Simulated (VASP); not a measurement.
# Mg13Zn3O16 (P1) in VASP: single point with HSE06

Aim: the single point of Mg13Zn3O16 with HSE06.

Everything below comes from runs of VASP 6.6.1. Logs are shortened: lines on timing, memory, paths and dates and some standing lists are left out, and cuts for length are marked.

**1. The cell of the first run**

The typed cell holds 64 atoms: a = 8.449 Å, b = 8.449 Å, c = 8.449 Å, α = 90.00°, β = 90.00°, γ = 90.00°.

**2. Single point, HSE06**

Contents of POSCAR:

```
Mg13Zn3O16
1.0
    8.4486090000      0.0000000000      0.0000000000
    0.0000000000      8.4486090000      0.0000000000
    0.0000000000      0.0000000000      8.4486090000
O Mg Zn
32 26 6
Direct
    0.2494330000      0.0027310000      0.0008870000
    0.2495560000      0.0001320000      0.4997680000
    0.2493570000      0.4978670000      0.0006480000
    0.2496230000      0.5005250000      0.4996590000
    0.7495300000      0.9977060000      0.9984360000
    0.7500120000      0.0002060000      0.5025590000
    0.7498660000      0.5032800000      0.0008790000
    0.7499880000      0.5005710000      0.4996930000
    0.0016500000      0.2501990000      0.9980160000
    0.9998350000      0.2503310000      0.5031190000
    0.9969940000      0.7503680000      0.9979040000
    0.9996150000      0.7506210000      0.5031390000
    0.4973110000      0.2500460000      0.0001040000
    0.5000270000      0.2500710000      0.5002220000
    0.5019620000      0.7504010000      0.9980020000
    0.5000910000      0.7505010000      0.5030460000
    0.0020030000      0.0004710000      0.2502370000
    0.9997490000      0.0004110000      0.7509080000
    0.9999220000      0.5002880000      0.2500580000
    0.9996850000      0.5003010000      0.7507410000
    0.4973210000      0.0026390000      0.2500610000
    0.4995090000      0.0003390000      0.7507370000
    0.4996620000      0.4973490000      0.2497950000
    0.4996710000      0.5002130000      0.7506910000
    0.2526670000      0.2505100000      0.2505480000
    0.2497980000      0.2503430000      0.7500780000
    0.2500080000      0.7502220000      0.2524050000
    0.2496270000      0.7501910000      0.7474570000
    0.7478920000      0.2525090000      0.2523750000
    0.7494980000      0.2504380000      0.7474460000
    0.7494410000      0.7480060000      0.2506240000
    0.7496080000      0.7502530000      0.7501920000
    0.9990670000      0.0004410000      0.0014600000
    0.9995290000      0.0003210000      0.4996660000
    0.9995810000      0.5004170000      0.0008490000
    0.9997460000      0.5004100000      0.4999970000
    0.4998840000      0.9999250000      0.0010270000
    0.4999230000      0.0000790000      0.4998130000
    0.4995990000      0.5006260000      0.0006510000
    0.4998690000      0.5003680000      0.4999400000
    0.2494690000      0.2502140000      0.0006480000
    0.2497230000      0.2502410000      0.4999090000
    0.2496610000      0.7504170000      0.4998360000
    0.7501240000      0.2501000000      0.4996600000
    0.7496510000      0.7506730000      0.0013010000
    0.7498110000      0.7506030000      0.4997070000
    0.2496120000      0.9996460000      0.2499240000
    0.2495380000      0.0002270000      0.7505950000
    0.2497300000      0.5007980000      0.2498490000
    0.2495980000      0.5004000000      0.7504900000
    0.7497120000      0.0003850000      0.7506920000
    0.7500810000      0.5000900000      0.2499270000
    0.7497570000      0.5004350000      0.7505120000
    0.9995350000      0.2502310000      0.7506600000
    0.9996170000      0.7504790000      0.7506860000
    0.5002950000      0.2499570000      0.2498900000
    0.4998230000      0.2501590000      0.7504650000
    0.4997010000      0.7503900000      0.7505860000
    0.2494320000      0.7504740000      0.9996000000
    0.7494010000      0.2506800000      0.9997890000
    0.7494520000      0.0005720000      0.2505020000
    0.0006110000      0.2505370000      0.2505430000
    0.9996710000      0.7501540000      0.2505990000
    0.4997260000      0.7498110000      0.2505560000
```

Contents of INCAR.step1:

```
PREC = Accurate
ENCUT = 520
EDIFF = 1E-5
ISMEAR = -1
SIGMA = 0.05
LREAL = Auto
LASPH = T
NELM = 80
ALGO = Normal
ISIF = 2
LWAVE = T
LCHARG = F
NBANDS = 196
GGA = PE
```

Contents of INCAR.step2:

```
PREC = Accurate
ENCUT = 520
EDIFF = 1E-6
ISMEAR = -1
SIGMA = 0.05
LREAL = Auto
LASPH = T
NELM = 80
ALGO = Normal
ISIF = 2
LWAVE = F
LCHARG = F
GGA = PE
LHFCALC = T
HFSCREEN = 0.2079
PRECFOCK = Fast
NBANDS = 196
ISTART = 1
```

Contents of KPOINTS:

```
Automatic mesh
0
Gamma
  1 1 1
```

Potentials or basis: VASP PAW PBE potentials, release 64 (O, Mg, Zn).

Started as:

```sh
$ cat potpaw_PBE.64/O/POTCAR potpaw_PBE.64/Mg/POTCAR potpaw_PBE.64/Zn/POTCAR > POTCAR
$ cp INCAR.step1 INCAR
$ mpirun -np 1 vasp_gam > vasp.out
$ cp INCAR.step2 INCAR
$ mpirun -np 1 vasp_gam > vasp.out
```

OUTCAR:

```text
PREC = Accurate
   ENCUT = 520
   EDIFF = 1E-6
   ISMEAR = -1
   LREAL = Auto
   LASPH = T
   NELM = 80
   ISIF = 2
   GGA = PE
   LHFCALC = T
   HFSCREEN = 0.2079
   PRECFOCK = Fast
   ISTART = 1

 ion  position               nearest neighbor table
   1  0.249  0.003  0.001-  41 2.09  47 2.10  48 2.11  33 2.12  37 2.12  59 2.13
   2  0.250  0.000  0.500-  43 2.11  47 2.11  34 2.11  42 2.11  38 2.12  48 2.12
   3  0.249  0.498  0.001-  41 2.09  49 2.11  35 2.11  50 2.11  39 2.11  59 2.13
   4  0.250  0.501  0.500-  49 2.11  36 2.11  43 2.11  40 2.11  42 2.11  50 2.12
   5  0.750  0.998  0.998-  45 2.09  51 2.09  33 2.11  37 2.11  61 2.13  60 2.14
   6  0.750  0.000  0.503-  51 2.10  34 2.11  46 2.11  44 2.11  38 2.11  61 2.13
[... 76 lines left out ...]
  58  0.500  0.750  0.751-  15 2.09  16 2.09  32 2.11  22 2.11  28 2.11  24 2.11  59 2.98  39 2.99
                            37 2.99  48 2.99  51 2.99  53 2.99  50 2.99  38 2.99  45 2.99  40 2.99
  59  0.249  0.750  1.000-  28 2.13   1 2.13  11 2.13  15 2.13   3 2.13  27 2.14  55 2.98  48 2.98
                            50 2.98  58 2.98  47 2.98  37 2.99  35 2.99  49 2.99  39 2.99  33 2.99
  60  0.749  0.251  1.000-  13 2.13   9 2.13  30 2.13  29 2.13   7 2.13   5 2.14  57 2.98  53 2.98
                            56 2.98  54 2.98  51 2.98  52 2.98  39 2.99  33 2.99  35 2.99  37 2.99
  61  0.749  0.001  0.251-  29 2.13   6 2.13   5 2.13  21 2.13  17 2.13  31 2.13  56 2.98  33 2.98
                            44 2.98  38 2.98  37 2.98  45 2.98  46 2.98  34 2.98  64 2.99  63 2.99
  62  0.001  0.251  0.251-  19 2.11  17 2.11  25 2.13   9 2.13  10 2.13  29 2.14  42 2.98  41 2.98
                            33 2.98  36 2.98  34 2.98  49 2.98  35 2.98  44 2.98  47 2.99  52 2.99
  63  1.000  0.750  0.251-  19 2.11  31 2.11  17 2.11  27 2.12  12 2.13  11 2.14  46 2.98  36 2.98
                            43 2.98  34 2.98  45 2.98  49 2.98  33 2.98  47 2.98  35 2.98  52 2.98
  64  0.500  0.750  0.251-  31 2.11  27 2.11  23 2.13  16 2.13  15 2.13  21 2.14  40 2.98  49 2.98
                            39 2.98  45 2.98  46 2.98  43 2.98  38 2.98  37 2.98  47 2.99  52 2.99

  LATTYP: Found a simple cubic cell.
 ALAT       =     8.4486090000

  Lattice vectors:

 A1 = (   8.4486090000,   0.0000000000,   0.0000000000)
 A2 = (   0.0000000000,   8.4486090000,   0.0000000000)
 A3 = (   0.0000000000,   0.0000000000,   8.4486090000)

Analysis of symmetry for initial positions (statically):
=====================================================================
 Subroutine PRICEL returns:
 Original cell was already a primitive cell.

 Routine SETGRP: Setting up the symmetry group for a
 simple cubic supercell.

 Subroutine GETGRP returns: Found  1 space group operations
 (whereof  1 operations were pure point group operations)
 out of a pool of 48 trial point group operations.

The static configuration has the point symmetry C_1 .

Analysis of symmetry for dynamics (positions and initial velocities):
=====================================================================
 Subroutine PRICEL returns:
 Original cell was already a primitive cell.

 Routine SETGRP: Setting up the symmetry group for a
 simple cubic supercell.

 Subroutine GETGRP returns: Found  1 space group operations
 (whereof  1 operations were pure point group operations)
 out of a pool of 48 trial point group operations.

The dynamic configuration has the point symmetry C_1 .

 Subroutine INISYM returns: Found  1 space group operations
 (whereof  1 operations are pure point group operations),
 and found     1 'primitive' translations

----------------------------------------------------------------------------------------

                                     Primitive cell

  volume of cell :     603.0532

  direct lattice vectors                    reciprocal lattice vectors
     8.448609000  0.000000000  0.000000000     0.118362680  0.000000000  0.000000000
     0.000000000  8.448609000  0.000000000     0.000000000  0.118362680  0.000000000
     0.000000000  0.000000000  8.448609000     0.000000000  0.000000000  0.118362680

[... 158 lines left out ...]
 ===========================================

 Found      1 irreducible k-points:

 Following reciprocal coordinates:
            Coordinates               Weight
  0.000000  0.000000  0.000000      1.000000
   k-points           NKPTS =      1   k-points in BZ     NKDIM =      1   number of bands    NBANDS=    196
   number of dos      NEDOS =    301   number of ions     NIONS =     64
   total plane-waves  NPLWV = 262144
   dimension x,y,z NGX =    64 NGY =   64 NGZ =   64
   dimension x,y,z NGXF=   128 NGYF=  128 NGZF=  128
   ions per type =              32  26   6
   NGX,Y,Z   is equivalent  to a cutoff of  12.59, 12.59, 12.59 a.u.
   NGXF,Y,Z  is equivalent  to a cutoff of  25.19, 25.19, 25.19 a.u.
 SYSTEM =  unknown system
   PREC   = accura    normal or accurate (medium, high low for compatibility)
   ISTART =      1    job   : 0-new  1-cont  2-samecut
   ICHARG =      0    charge: 1-file 2-atom 10-const
   ISPIN  =      1    spin polarized calculation?
   LNONCOLLINEAR =      F non collinear calculations
   LSORBIT =      F    spin-orbit coupling
   LASPH  =      T    aspherical Exc in radial PAW
   ENCUT  =  520.0 eV  38.22 Ry    6.18 a.u.  15.71 15.71 15.71*2*pi/ulx,y,z
   NELM   =     80;   NELMIN=  2; NELMDL=  0     # of ELM steps
   EDIFF  = 0.1E-05   stopping-criterion for ELM
   LREAL  =      T    real-space projection
   EDIFFG = 0.1E-04   stopping-criterion for IOM
   NSW    =      0    number of steps for IOM
   IBRION =     -1    ionic relax: 0-MD 1-quasi-New 2-CG
   NFREE  =      0    steps in history (QN), initial steepest desc. (CG)
   ISIF   =      2    stress and relaxation
   ISYM   =      3    0-nonsym 1-usesym 2-fastsym
   POTIM  = 0.5000    time-step for ionic-motion
   TEBEG  =    0.0;   TEEND  =   0.0 temperature during run
   PSTRESS=    0.0 pullay stress
   NELECT =     316.0000    total number of electrons
   NUPDOWN=      -1.0000    fix difference up-down
   EMIN   =  10.00;   EMAX   =-10.00  energy-range for DOS
   EFERMI =   0.00;   METHOD = LEGACY
   ISMEAR =    -1;   SIGMA  =   0.05  broadening in eV -4-tet -1-fermi 0-gaus
   EFERMI_NEDOS =   21; number of points for ismear=-14 and -15
   IALGO  =     38    algorithm
   IMIX   =      1    mixing-type and parameters
     AMIX     =   0.40;   BMIX     =  1.00
     AMIX_MAG =   1.60;   BMIX_MAG =  1.00
  volume/ion in A,a.u.               =       9.42        63.59
  Fermi-wavevector in a.u.,A,eV,Ry     =   1.319832  2.494121 23.700756  1.741956
  Thomas-Fermi vector in A             =   2.449702
   LORBIT       =      0    0 simple, 1 ext, 2 COOP (PROOUT), +10 PAW based schemes
   GGA     = PE    functional components
   LHFCALC =     T    Hartree Fock is set to
   PRECFOCK=fast      Normal, Fast or Accurate (Low or Medium for compatibility)
   ENCUT4O =  -1.0   cutoff for four orbital integrals eV
   NKREDX  =     1    reduce k-point grid by
   NKREDY  =     1    reduce k-point grid by
   NKREDZ  =     1    reduce k-point grid by
   AEXX    =    0.2500 exact exchange contribution
   HFSCREEN=    0.2079 screening length (either q_TF or 0.3 A-1)
   HFSCREENC=   0.2079 screening length for correlation (either q_TF or 0.3 A-1)
   ENCUTFOCK=  -1.0 apply spherical cutoff to Coloumb kernel
   IVDW    =     0    specifies the selected vdW correction
   LEPSILON=     F    determine dielectric tensor
   LRPA    =     F    only Hartree local field effects (RPA)
 non-spin polarized calculation
  energy-cutoff  :      520.00
  volume of cell :      603.05
 maximum number of plane-waves:      8140
 NGX is ok and might be reduce to    64
  NGX = 32; NGY = 32; NGZ = 32

 number of electron     316.0000054 magnetization

 Free energy of the ion-electron system (eV)
  ---------------------------------------------------
  ext. energy  EPLUGINS =         0.00000000
  ---------------------------------------------------
  free energy    TOTEN  =      -436.35429213 eV

  energy without entropy =     -436.35429213  energy(sigma->0) =     -436.35429213

 E-fermi :   3.5845     XC(G=0):  -9.2736

 val. band max:        2.3110237611   @ k =   0.0000   0.0000   0.0000
 cond. band min:       7.3155965657   @ k =   0.0000   0.0000   0.0000
 fundamental gap:      5.0045728046
 Fermi energy:         3.5844862990

 k-point     1 :       0.0000    0.0000    0.0000
  band No.  band energies     occupation
      1     -17.2300      2.00000
      2     -16.5056      2.00000
      3     -16.4735      2.00000
      4     -16.4467      2.00000
      5     -16.4013      2.00000
      6     -16.3996      2.00000
[... 162 lines left out ...]
    169      11.4700      0.00000
    170      11.8181      0.00000
 [bands above 170 left out]

------------------------ aborting loop because EDIFF is reached ----------------------------------------

  FORCE on cell =-STRESS in cart. coord.  units (eV):
  Direction    XX          YY          ZZ          XY          YZ          ZX
  --------------------------------------------------------------------------------------
  -------------------------------------------------------------------------------------
  Total       -4.1938779     -4.2473646     -4.2048523      0.0849634     -0.1084777      0.1288086
  in kB      -11.1421943    -11.2842967    -11.1713509      0.2257287     -0.2882010      0.3422155
  external PRESSURE =     -11.1992806 kB  Pullay stress =       0.0000000 kB

 VOLUME and BASIS-vectors are now :
 -----------------------------------------------------------------------------
  energy-cutoff  :      520.00
  volume of cell :      603.05
      direct lattice vectors                 reciprocal lattice vectors
     8.448609000  0.000000000  0.000000000     0.118362680  0.000000000  0.000000000
     0.000000000  8.448609000  0.000000000     0.000000000  0.118362680  0.000000000
     0.000000000  0.000000000  8.448609000     0.000000000  0.000000000  0.118362680

 POSITION                                       TOTAL-FORCE (eV/Angst)
 -----------------------------------------------------------------------------------
      2.10736      0.02307      0.00749        -0.011920      0.031761     -0.001858
      2.10840      0.00112      4.22234        -0.005809      0.002287     -0.006018
      2.10672      4.20628      0.00547        -0.001116     -0.033213      0.022082
      2.10897      4.22874      4.22142        -0.004903     -0.002230     -0.011963
      6.33249      8.42923      8.43540         0.017752     -0.051633     -0.040202
      6.33656      0.00174      4.24592        -0.001624     -0.020178      0.031449
[... 56 lines left out ...]
      8.44583      6.33776      2.11721        -0.000873     -0.012148      0.014040
      4.22199      6.33486      2.11685         0.000239     -0.016112      0.014397
 -----------------------------------------------------------------------------------
    total drift:                                0.017713     -0.027447     -0.019946

  FREE ENERGIE OF THE ION-ELECTRON SYSTEM (eV)
  ---------------------------------------------------
  free  energy   TOTEN  =      -436.3542921306 eV

  energy  without entropy=     -436.3542921306  energy(sigma->0) =     -436.35429213
```

It took 33 min on 1 thread of Oxide Virtual Turin-like, shared host; peak memory 0.85 GiB.

Results:

| Quantity | Value |
| --- | --- |
| Free energy | -436.3543 eV |
| Pressure | -1.1 GPa |
| Largest force | 0.149 eV/Å |
| Band gap on the k mesh | 5.00 eV |

Forces on the atoms (eV/Å):
```
O   -0.012  0.032 -0.002
O   -0.006  0.002 -0.006
O   -0.001 -0.033  0.022
O   -0.005 -0.002 -0.012
O    0.018 -0.052 -0.040
O   -0.002 -0.020  0.031
O   -0.003  0.038 -0.002
O    0.006  0.012 -0.007
O    0.059  0.002 -0.087
O   -0.003 -0.014  0.055
O   -0.040  0.021 -0.084
O   -0.023 -0.005  0.071
O   -0.031  0.005 -0.011
O   -0.005 -0.006  0.016
O    0.064  0.004 -0.086
O    0.000 -0.002  0.056
O    0.074  0.009 -0.013
O    0.009  0.003  0.010
O    0.013 -0.016 -0.008
O    0.001 -0.002  0.010
O   -0.063  0.076 -0.009
O   -0.011  0.012  0.011
O    0.002 -0.053 -0.001
O   -0.002 -0.010  0.010
O    0.049 -0.001  0.013
O    0.012  0.003 -0.020
O    0.009 -0.020  0.080
O    0.007  0.006 -0.044
O   -0.101  0.076  0.078
O   -0.005  0.019 -0.043
O   -0.011 -0.072  0.031
O    0.000 -0.010 -0.019
Mg   0.024 -0.004 -0.073
Mg   0.025  0.000  0.074
Mg  -0.001 -0.001 -0.051
Mg  -0.003  0.004  0.050
Mg  -0.023  0.022 -0.044
Mg  -0.025  0.025  0.043
Mg   0.003 -0.024 -0.019
Mg   0.002 -0.023  0.017
Mg   0.022 -0.002 -0.018
Mg   0.025 -0.003  0.019
Mg   0.001  0.002  0.047
Mg  -0.024  0.026  0.040
Mg   0.001 -0.023 -0.077
Mg   0.003 -0.025  0.075
Mg   0.029  0.055  0.022
Mg  -0.002  0.024 -0.022
Mg   0.030 -0.052  0.022
Mg  -0.002 -0.025 -0.023
Mg   0.003 -0.031 -0.021
Mg  -0.033 -0.006  0.024
Mg   0.002  0.029 -0.022
Mg   0.025 -0.002 -0.020
Mg  -0.031  0.002 -0.022
Mg  -0.046  0.024  0.023
Mg  -0.026 -0.002 -0.023
Mg   0.029  0.002 -0.021
Zn  -0.003  0.002 -0.032
Zn  -0.015  0.015 -0.025
Zn  -0.021  0.006  0.013
Zn   0.031  0.014  0.014
Zn  -0.001 -0.012  0.014
Zn   0.000 -0.016  0.014
```

Caveat: the k points lie up to 0.74 Å⁻¹ apart; the PAW data sets were made with another functional, which shifts forces and pressure a little. A k mesh can miss the band edges.
